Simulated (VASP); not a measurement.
# TlBr (Pm-3m) in VASP: a series of runs, part 2 of 2

VASP 6.6.1. Earlier steps stand in the parts before.

## Step 3: Single point, r2SCAN

This run uses another cell than the first one, of 31.91 Å³/atom, 1.070 times its volume.

The input, POSCAR:

```
TlBr
1.0
    3.9964367115      0.0000000000      0.0000000000
    0.0000000000      3.9964367115      0.0000000000
    0.0000000000      0.0000000000      3.9964367115
Tl Br
1 1
Direct
    0.0000000000      0.0000000000      0.0000000000
    0.5000000000      0.5000000000      0.5000000000
```

The input, INCAR.step1:

```
SYSTEM = TlBr
PREC = Accurate
ENCUT = 550
ISMEAR = 0
SIGMA = 0.01
LREAL = .FALSE.
LASPH = .TRUE.
NELM = 120
NBANDS = 17
GGA = PE
ALGO = Normal
EDIFF = 1E-5
LWAVE = .TRUE.
LCHARG = .FALSE.
GGA_COMPAT = .FALSE.
```

The input, INCAR.step2:

```
SYSTEM = TlBr
PREC = Accurate
ENCUT = 550
EDIFF = 1E-6
ISMEAR = 0
SIGMA = 0.01
LREAL = .FALSE.
LASPH = .TRUE.
NELM = 120
ALGO = Normal
ISIF = 2
LWAVE = .FALSE.
LCHARG = .FALSE.
METAGGA = R2SCAN
LMIXTAU = .TRUE.
NBANDS = 17
ISTART = 1
GGA_COMPAT = .FALSE.
```

The input, KPOINTS:

```
regular mesh
0
G
  6 6 6
  0 0 0
```

Potentials or basis: VASP PAW PBE potentials, release 64 (Tl_d, Br).

Command:

```
$ cat potpaw_PBE.64/Tl_d/POTCAR potpaw_PBE.64/Br/POTCAR > POTCAR
$ cp INCAR.step1 INCAR
$ mpirun -np 1 vasp_std > vasp.out
$ cp INCAR.step2 INCAR
$ mpirun -np 1 vasp_std > vasp.out
```

OUTCAR:

```text
SYSTEM = TlBr
   PREC = Accurate
   ENCUT = 550
   EDIFF = 1E-6
   ISMEAR = 0
   LREAL = .FALSE.
   LASPH = .TRUE.
   NELM = 120
   ISIF = 2
   METAGGA = R2SCAN
   ISTART = 1

 ion  position               nearest neighbor table
   1  0.000  0.000  0.000-   2 3.46   2 3.46   2 3.46   2 3.46   2 3.46   2 3.46   2 3.46   2 3.46

   2  0.500  0.500  0.500-   1 3.46   1 3.46   1 3.46   1 3.46   1 3.46   1 3.46   1 3.46   1 3.46

  LATTYP: Found a simple cubic cell.
 ALAT       =     3.9964367115

  Lattice vectors:

 A1 = (   3.9964367115,   0.0000000000,   0.0000000000)
 A2 = (   0.0000000000,   3.9964367115,   0.0000000000)
 A3 = (   0.0000000000,   0.0000000000,   3.9964367115)

Analysis of symmetry for initial positions (statically):
=====================================================================
 Subroutine PRICEL returns:
 Original cell was already a primitive cell.

 Routine SETGRP: Setting up the symmetry group for a
 simple cubic supercell.

 Subroutine GETGRP returns: Found 48 space group operations
 (whereof 48 operations were pure point group operations)
 out of a pool of 48 trial point group operations.

The static configuration has the point symmetry O_h .

Analysis of symmetry for dynamics (positions and initial velocities):
=====================================================================
 Subroutine PRICEL returns:
 Original cell was already a primitive cell.

 Routine SETGRP: Setting up the symmetry group for a
 simple cubic supercell.

 Subroutine GETGRP returns: Found 48 space group operations
 (whereof 48 operations were pure point group operations)
 out of a pool of 48 trial point group operations.

The dynamic configuration has the point symmetry O_h .

 Subroutine INISYM returns: Found 48 space group operations
 (whereof 48 operations are pure point group operations),
 and found     1 'primitive' translations

----------------------------------------------------------------------------------------

                                     Primitive cell

  volume of cell :      63.8291

  direct lattice vectors                    reciprocal lattice vectors
     3.996436711  0.000000000  0.000000000     0.250222904  0.000000000  0.000000000
     0.000000000  3.996436711  0.000000000     0.000000000  0.250222904  0.000000000
     0.000000000  0.000000000  3.996436711     0.000000000  0.000000000  0.250222904

  length of vectors
     3.996436711  3.996436711  3.996436711     0.250222904  0.250222904  0.250222904

  position of ions in fractional coordinates (direct lattice)
     0.000000000  0.000000000  0.000000000
     0.500000000  0.500000000  0.500000000

  ion indices of the primitive-cell ions
   primitive index   ion index
                 1           1
                 2           2

----------------------------------------------------------------------------------------

 KPOINTS: regular mesh

Automatic generation of k-mesh.
 Grid dimensions read from file:
 generate k-points for:    6    6    6

 Generating k-lattice:

  Cartesian coordinates                     Fractional coordinates (reciprocal lattice)
     0.041703817  0.000000000  0.000000000     0.166666667  0.000000000  0.000000000
     0.000000000  0.041703817  0.000000000     0.000000000  0.166666667  0.000000000
     0.000000000  0.000000000  0.041703817     0.000000000  0.000000000  0.166666667

  Length of vectors
     0.041703817  0.041703817  0.041703817

  Shift w.r.t. Gamma in fractional coordinates (k-lattice)
     0.000000000  0.000000000  0.000000000

 Subroutine IBZKPT returns following result:
 ===========================================

 Found     20 irreducible k-points:

 Following reciprocal coordinates:
            Coordinates               Weight
  0.000000  0.000000  0.000000      1.000000
  0.166667  0.000000  0.000000      6.000000
  0.333333  0.000000  0.000000      6.000000
  0.500000  0.000000  0.000000      3.000000
  0.166667  0.166667  0.000000     12.000000
  0.333333  0.166667  0.000000     24.000000
[... 12 lines left out ...]
  0.500000  0.500000  0.333333      6.000000
  0.500000  0.500000  0.500000      1.000000
   k-points           NKPTS =     20   k-points in BZ     NKDIM =     20   number of bands    NBANDS=     17
   number of dos      NEDOS =    301   number of ions     NIONS =      2
   total plane-waves  NPLWV =  32768
   dimension x,y,z NGX =    32 NGY =   32 NGZ =   32
   dimension x,y,z NGXF=    64 NGYF=   64 NGZF=   64
   ions per type =               1   1
   NGX,Y,Z   is equivalent  to a cutoff of  13.31, 13.31, 13.31 a.u.
   NGXF,Y,Z  is equivalent  to a cutoff of  26.62, 26.62, 26.62 a.u.
 SYSTEM =  TlBr
   PREC   = accura    normal or accurate (medium, high low for compatibility)
   ISTART =      1    job   : 0-new  1-cont  2-samecut
   ICHARG =      0    charge: 1-file 2-atom 10-const
   ISPIN  =      1    spin polarized calculation?
   LNONCOLLINEAR =      F non collinear calculations
   LSORBIT =      F    spin-orbit coupling
   LASPH  =      T    aspherical Exc in radial PAW
   ENCUT  =  550.0 eV  40.42 Ry    6.36 a.u.   7.64  7.64  7.64*2*pi/ulx,y,z
   NELM   =    120;   NELMIN=  2; NELMDL=  0     # of ELM steps
   EDIFF  = 0.1E-05   stopping-criterion for ELM
   LREAL  =      F    real-space projection
   EDIFFG = 0.1E-04   stopping-criterion for IOM
   NSW    =      0    number of steps for IOM
   IBRION =     -1    ionic relax: 0-MD 1-quasi-New 2-CG
   NFREE  =      0    steps in history (QN), initial steepest desc. (CG)
   ISIF   =      2    stress and relaxation
   ISYM   =      2    0-nonsym 1-usesym 2-fastsym
   POTIM  = 0.5000    time-step for ionic-motion
   TEBEG  =    0.0;   TEEND  =   0.0 temperature during run
   PSTRESS=    0.0 pullay stress
   NELECT =      20.0000    total number of electrons
   NUPDOWN=      -1.0000    fix difference up-down
   EMIN   =  10.00;   EMAX   =-10.00  energy-range for DOS
   EFERMI =   0.00;   METHOD = LEGACY
   ISMEAR =     0;   SIGMA  =   0.01  broadening in eV -4-tet -1-fermi 0-gaus
   EFERMI_NEDOS =   21; number of points for ismear=-14 and -15
   IALGO  =     38    algorithm
   IMIX   =      4    mixing-type and parameters
     AMIX     =   0.40;   BMIX     =  1.00
     AMIX_MAG =   1.60;   BMIX_MAG =  1.00
  volume/ion in A,a.u.               =      31.91       215.37
  Fermi-wavevector in a.u.,A,eV,Ry     =   1.111933  2.101248 16.822170  1.236395
  Thomas-Fermi vector in A             =   2.248501
   LORBIT       =      0    0 simple, 1 ext, 2 COOP (PROOUT), +10 PAW based schemes
   METAGGA = R2SCAN    functional components
   LHFCALC =     F    Hartree Fock is set to
   AEXX    =    0.0000 exact exchange contribution
   IVDW    =     0    specifies the selected vdW correction
   LEPSILON=     F    determine dielectric tensor
   LRPA    =     F    only Hartree local field effects (RPA)
 non-spin polarized calculation
 Gauss-broadening in eV      SIGMA  =   0.01
  energy-cutoff  :      550.00
  volume of cell :       63.83
 maximum number of plane-waves:      1890
 NGX is ok and might be reduce to    32
   NGX = 15   NGY = 15   NGZ = 15

 number of electron      20.0000001 magnetization

 Free energy of the ion-electron system (eV)
  ---------------------------------------------------
  ext. energy  EPLUGINS =         0.00000000
  ---------------------------------------------------
  free energy    TOTEN  =       -68.38117065 eV

  energy without entropy =      -68.38117065  energy(sigma->0) =      -68.38117065

 E-fermi :   2.0060     XC(G=0):  -9.3657

 val. band max:        1.9426040939   @ k =   0.5000   0.0000   0.0000
 cond. band min:       4.2767488708   @ k =   0.5000   0.0000   0.0000
 fundamental gap:      2.3341447768
 Fermi energy:         2.0060245066

 k-point     1 :       0.0000    0.0000    0.0000
  band No.  band energies     occupation
      1     -12.2126      2.00000
      2      -8.4861      2.00000
      3      -8.4861      2.00000
      4      -8.3108      2.00000
      5      -8.3108      2.00000
      6      -8.3108      2.00000
[... 9 lines left out ...]
     16      13.7661      0.00000
     17      16.0923      0.00000
[... 361 lines left out ...]
 k-point    20 :       0.5000    0.5000    0.5000
  band No.  band energies     occupation
      1     -11.6779      2.00000
      2      -8.4372      2.00000
      3      -8.4372      2.00000
      4      -8.4372      2.00000
      5      -8.2643      2.00000
      6      -8.2643      2.00000
[... 9 lines left out ...]
     16      15.6062      0.00000
     17      19.1578      0.00000

------------------------ aborting loop because EDIFF is reached ----------------------------------------

  FORCE on cell =-STRESS in cart. coord.  units (eV):
  Direction    XX          YY          ZZ          XY          YZ          ZX
  --------------------------------------------------------------------------------------
  -------------------------------------------------------------------------------------
  Total       -0.0068319     -0.0068319     -0.0068319     -0.0000000      0.0000000     -0.0000000
  in kB       -0.1714881     -0.1714881     -0.1714881     -0.0000000      0.0000000     -0.0000000
  external PRESSURE =      -0.1714881 kB  Pullay stress =       0.0000000 kB

 VOLUME and BASIS-vectors are now :
 -----------------------------------------------------------------------------
  energy-cutoff  :      550.00
  volume of cell :       63.83
      direct lattice vectors                 reciprocal lattice vectors
     3.996436711  0.000000000  0.000000000     0.250222904  0.000000000  0.000000000
     0.000000000  3.996436711  0.000000000     0.000000000  0.250222904  0.000000000
     0.000000000  0.000000000  3.996436711     0.000000000  0.000000000  0.250222904

 POSITION                                       TOTAL-FORCE (eV/Angst)
 -----------------------------------------------------------------------------------
      0.00000      0.00000      0.00000         0.000000      0.000000      0.000000
      1.99822      1.99822      1.99822         0.000000      0.000000      0.000000
 -----------------------------------------------------------------------------------
    total drift:                                0.000000      0.000000     -0.000000

  FREE ENERGIE OF THE ION-ELECTRON SYSTEM (eV)
  ---------------------------------------------------
  free  energy   TOTEN  =       -68.3811706537 eV

  energy  without entropy=      -68.3811706537  energy(sigma->0) =      -68.38117065
```

Run time: 44 s. Hardware: 1 thread of Intel Xeon 6975P-C (Granite Rapids), shared host; peak memory 0.19 GiB.

Results:

```yaml
Free_energy: -68.3812 eV
Pressure: 0.0 GPa
Band_gap_on_the_k_mesh: 2.33 eV, direct
```

Levels at points of the mesh, in eV from the valence-band top:
```
           k point  band 8  band 9  band 10  band 11  band 12  band 13
(0.00, 0.00, 0.00)   -1.30   -1.30    -1.30     7.59     7.59     7.69
(0.50, 0.00, 0.00)   -0.82   -0.82     0.00     2.33     6.24     6.24
(0.50, 0.50, 0.00)   -2.89   -2.89    -0.74     5.26     5.26     7.85
(0.50, 0.50, 0.50)   -1.93   -1.93    -1.93     2.57     2.57     2.57
```

Caveat: the PAW data sets were made with another functional, which shifts forces and pressure a little; spin-orbit coupling is left out, which moves the levels of the heavy elements. r2SCAN opens gaps a little over a GGA but as a rule still falls short of measured ones.

## Step 4: Single point, r2SCAN

This run uses another cell than the first one, of 35.45 Å³/atom, 1.189 times its volume.

The input, POSCAR:

```
TlBr
1.0
    4.1387621921      0.0000000000      0.0000000000
    0.0000000000      4.1387621921      0.0000000000
    0.0000000000      0.0000000000      4.1387621921
Tl Br
1 1
Direct
    0.0000000000      0.0000000000      0.0000000000
    0.5000000000      0.5000000000      0.5000000000
```

The input, INCAR.step1:

```
  PREC = Accurate
  ENCUT = 550
  ISMEAR = 0
  SIGMA = 0.01
  LREAL = False
  LASPH = True
  NELM = 120
  NBANDS = 17
  GGA = PE
  ALGO = Normal
  EDIFF = 1E-5
  LWAVE = True
  LCHARG = False
  GGA_COMPAT = False
```

The input, INCAR.step2:

```
  PREC = Accurate
  ENCUT = 550
  EDIFF = 1E-6
  ISMEAR = 0
  SIGMA = 0.01
  LREAL = False
  LASPH = True
  NELM = 120
  ALGO = Normal
  ISIF = 2
  LWAVE = False
  LCHARG = True
  METAGGA = R2SCAN
  LMIXTAU = True
  LELF = True
  LVHAR = True
  NBANDS = 17
  ISTART = 1
  GGA_COMPAT = False
```

The input, KPOINTS:

```
Automatic mesh
0
Gamma
  6 6 6
```

Command:

```
$ cat potpaw_PBE.64/Tl_d/POTCAR potpaw_PBE.64/Br/POTCAR > POTCAR
$ cp INCAR.step1 INCAR
$ mpirun -np 1 vasp_std > vasp.out
$ cp INCAR.step2 INCAR
$ mpirun -np 1 vasp_std > vasp.out
```

Run time: 50 s. Hardware: 1 thread of Intel Xeon 6975P-C (Granite Rapids), shared host; peak memory 0.19 GiB.

It converged, with:

```
Free energy            : -68.3334 eV
Pressure               : -2.0 GPa
Band gap on the k mesh : 2.56 eV, direct
```

Levels at points of the mesh, in eV from the valence-band top:
```tsv
k point	band 8	band 9	band 10	band 11	band 12	band 13
(0.00, 0.00, 0.00)	-0.87	-0.87	-0.87	7.32	7.32	7.32
(0.50, 0.00, 0.00)	-0.49	-0.49	0.00	2.56	6.23	6.23
(0.50, 0.50, 0.00)	-2.21	-2.21	-0.40	5.14	5.14	7.51
(0.50, 0.50, 0.50)	-1.43	-1.43	-1.43	2.94	2.94	2.94
```

Caveat: the PAW data sets were made with another functional, which shifts forces and pressure a little; spin-orbit coupling is left out, which moves the levels of the heavy elements. r2SCAN opens gaps a little over a GGA but as a rule still falls short of measured ones.

## Step 5: Single point, r2SCAN

This run uses another cell than the first one, of 35.45 Å³/atom, 1.189 times its volume.

POSCAR is that of step 4.

The input, INCAR.step1:

```
SYSTEM = TlBr
PREC = Accurate ; ENCUT = 550
ISMEAR = 0 ; SIGMA = 0.01
LREAL = .FALSE. ; LASPH = .TRUE.
NELM = 120 ; NBANDS = 17
GGA = PE ; ALGO = Normal
EDIFF = 1E-5 ; LWAVE = .TRUE.
LCHARG = .FALSE. ; GGA_COMPAT = .FALSE.
```

The input, INCAR.step2:

```
SYSTEM = TlBr
PREC = Accurate ; ENCUT = 550
EDIFF = 1E-6 ; ISMEAR = 0
SIGMA = 0.01 ; LREAL = .FALSE.
LASPH = .TRUE. ; NELM = 120
ALGO = Normal ; ISIF = 2
LWAVE = .FALSE. ; LCHARG = .FALSE.
METAGGA = R2SCAN ; LMIXTAU = .TRUE.
NBANDS = 17 ; ISTART = 1
GGA_COMPAT = .FALSE.
```

The input, KPOINTS:

```
regular mesh
0
G
  6 6 6
  0 0 0
```

Command:

```
$ cat potpaw_PBE.64/Tl_d/POTCAR potpaw_PBE.64/Br/POTCAR > POTCAR
$ cp INCAR.step1 INCAR
$ mpirun -np 1 vasp_std > vasp.out
$ cp INCAR.step2 INCAR
$ mpirun -np 1 vasp_std > vasp.out
```

Run time: 50 s. Hardware: 1 thread of Intel Xeon 6975P-C (Granite Rapids), shared host; peak memory 0.19 GiB.

It converged, with:

```
Free energy            : -68.3334 eV
Pressure               : -2.0 GPa
Band gap on the k mesh : 2.56 eV, direct
```

Levels at points of the mesh, in eV from the valence-band top:
```
           k point  band 7  band 8  band 9  band 10  band 11  band 12  band 13  band 14
(0.00, 0.00, 0.00)   -4.34   -0.87   -0.87    -0.87     7.32     7.32     7.32     7.83
(0.50, 0.00, 0.00)   -4.93   -0.49   -0.49     0.00     2.56     6.23     6.23     8.96
(0.50, 0.50, 0.00)   -3.54   -2.21   -2.21    -0.40     5.14     5.14     7.51     8.38
(0.50, 0.50, 0.50)   -2.79   -1.43   -1.43    -1.43     2.94     2.94     2.94    13.02
```

Caveat: the PAW data sets were made with another functional, which shifts forces and pressure a little; spin-orbit coupling is left out, which moves the levels of the heavy elements.

## Step 6: Single point, r2SCAN

This run uses another cell than the first one, of 31.91 Å³/atom, 1.070 times its volume.

The input, POSCAR:

```
TlBr
1.0
    3.9964367115      0.0000000000      0.0000000000
    0.0000000000      3.9964367115      0.0000000000
    0.0000000000      0.0000000000      3.9964367115
Tl Br
1 1
Direct
    0.0000000000      0.0000000000      0.0000000000
    0.5000000000      0.5000000000      0.5000000000
```

The input, INCAR.step1:

```
ALGO = Normal ; EDIFF = 1E-5
ENCUT = 550 ; GGA = PE
GGA_COMPAT = F ; ISMEAR = -1
LASPH = T ; LCHARG = F
LREAL = F ; LWAVE = T
NBANDS = 17 ; NELM = 120
PREC = Accurate ; SIGMA = 0.1
```

The input, INCAR.step2:

```
ALGO = Normal ; EDIFF = 1E-6
ENCUT = 550 ; GGA_COMPAT = F
ISIF = 2 ; ISMEAR = -1
ISTART = 1 ; LASPH = T
LCHARG = F ; LMIXTAU = T
LREAL = F ; LWAVE = F
METAGGA = R2SCAN ; NBANDS = 17
NELM = 120 ; PREC = Accurate
SIGMA = 0.1
```

The input, KPOINTS:

```
k-points
0
Gamma
  10 10 10
```

Potentials or basis: VASP PAW PBE potentials, release 64 (Tl_d, Br).

Command:

```
$ cat potpaw_PBE.64/Tl_d/POTCAR potpaw_PBE.64/Br/POTCAR > POTCAR
$ cp INCAR.step1 INCAR
$ mpirun -np 1 vasp_std > vasp.out
$ cp INCAR.step2 INCAR
$ mpirun -np 1 vasp_std > vasp.out
```

Run time: 1.7 min. Hardware: 1 thread of Intel Xeon 6975P-C (Granite Rapids), shared host; peak memory 0.22 GiB.

Results (log left out):

* Free energy: -68.3815 eV
* Pressure: 0.0 GPa
* Band gap on the k mesh: 2.33 eV, direct

Levels at points of the mesh, in eV from the valence-band top:
```csv
k point,band 6,band 7,band 8,band 9,band 10,band 11,band 12,band 13,band 14,band 15
"(0.00, 0.00, 0.00)",-10.25,-4.56,-1.30,-1.30,-1.30,7.59,7.59,7.69,7.69,7.69
"(0.50, 0.00, 0.00)",-10.25,-5.51,-0.82,-0.82,0.00,2.33,6.24,6.24,8.63,11.05
"(0.50, 0.50, 0.00)",-10.21,-3.70,-2.89,-2.89,-0.74,5.26,5.26,7.85,8.36,10.89
"(0.50, 0.50, 0.50)",-10.21,-2.73,-1.93,-1.93,-1.93,2.57,2.57,2.57,13.66,13.66
```

Caveat: the PAW data sets were made with another functional, which shifts forces and pressure a little; spin-orbit coupling is left out, which moves the levels of the heavy elements.

## Step 7: Summary

```csv
cell,k mesh,smearing,gap on the mesh (eV),pressure (GPa)
"a = 3.907 Å, 2 atoms",6 × 6 × 6,gaussian 0.01 eV,2.15,2.0
"a = 3.996 Å, 2 atoms",6 × 6 × 6,gaussian 0.01 eV,2.33,0.0
"a = 4.139 Å, 2 atoms",6 × 6 × 6,gaussian 0.01 eV,2.56,-2.0
"a = 3.996 Å, 2 atoms",10 × 10 × 10,fermi-dirac 0.1 eV,2.33,0.0
```

Alike in all rows: task single point; level r2SCAN; potentials or basis VASP PAW PBE potentials, release 64 (Tl_d, Br); no spin polarisation; cutoff (eV) 550.

Caveats: the PAW data sets were made with another functional, which shifts forces and pressure a little; spin-orbit coupling is left out, which moves the levels of the heavy elements.

Total energies depend on the potentials used, so only differences within one code and one set of settings carry meaning.
